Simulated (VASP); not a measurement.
Wanted: the native input for a VASP 6.6.1 run.

```
Task                   : single point
Functional             : PBE
Potentials or basis    : VASP PAW PBE potentials, release 64 (Cu, O)
Cutoff                 : 520 eV
k mesh                 : 4 × 7 × 4
Occupations            : fermi-dirac, width 0.05 eV
Spin                   : collinear spin
Starting moments       : [1.0, 1.0, 1.0, 1.0, 0.0, 0.0, 0.0, 0.0] μB
Dipole correction      : no
Further INCAR settings : ALGO = Normal; EDIFF = 1e-07; NBANDS = 48
```

The structure of CuO lies in POSCAR:

```
CuO
1.0
    4.6791000000     -3.4805000000      0.0000000000
    2.3395500000      1.7402500000      0.0000000000
   -0.7652000000      0.0000000000      5.0607800000
Cu O
4 4
Direct
    0.0000000000      0.5000000000      0.0000000000
    0.5000000000      0.5000000000      0.0000000000
    0.2500000000      0.0000000000      0.5000000000
    0.7500000000      0.0000000000      0.5000000000
    0.2738500000      0.4523000000      0.2500000000
    0.7738500000      0.4523000000      0.2500000000
    0.2261500000      0.5477000000      0.7500000000
    0.7261500000      0.5477000000      0.7500000000
```

One way to write it, as run:

INCAR

```
SYSTEM = CuO
ALGO = Normal
EDIFF = 1E-7
ENCUT = 520
GGA = PE
ISIF = 2
ISMEAR = -1
ISPIN = 2
LASPH = .True.
LCHARG = .False.
LMAXMIX = 4
LORBIT = 11
LREAL = .False.
LWAVE = .False.
MAGMOM = 1 1 1 1 0 0 0 0
NBANDS = 48
NELM = 150
PREC = Accurate
SIGMA = 0.05
```

KPOINTS

```
k-points
0
Gamma
  4 7 4
  0 0 0
```

Potentials or basis: VASP PAW PBE potentials, release 64 (Cu, O).

The run is started by

```sh
$ cat potpaw_PBE.64/Cu/POTCAR potpaw_PBE.64/O/POTCAR > POTCAR
$ mpirun -np 1 vasp_std > vasp.out
```

Results of the run:

```
Pressure                                              : 7.6 GPa
Largest force                                         : 0.222 eV/Å
Band gap on the k mesh                                : zero (filled and empty bands overlap)
Net moment                                            : 0.00 μB per cell
Valence electrons inside the program's atomic spheres : Cu 9.93; O 4.97
```

Caveat: the cell stands under pressure; semilocal functionals often make such compounds metallic where correlation or magnetic order opens a gap, which also shifts bond lengths.

Wall time 4 min on 1 thread of Intel(R) Xeon(R) 6975P-C (Granite Rapids), on a shared host, peak memory 0.44 GiB.
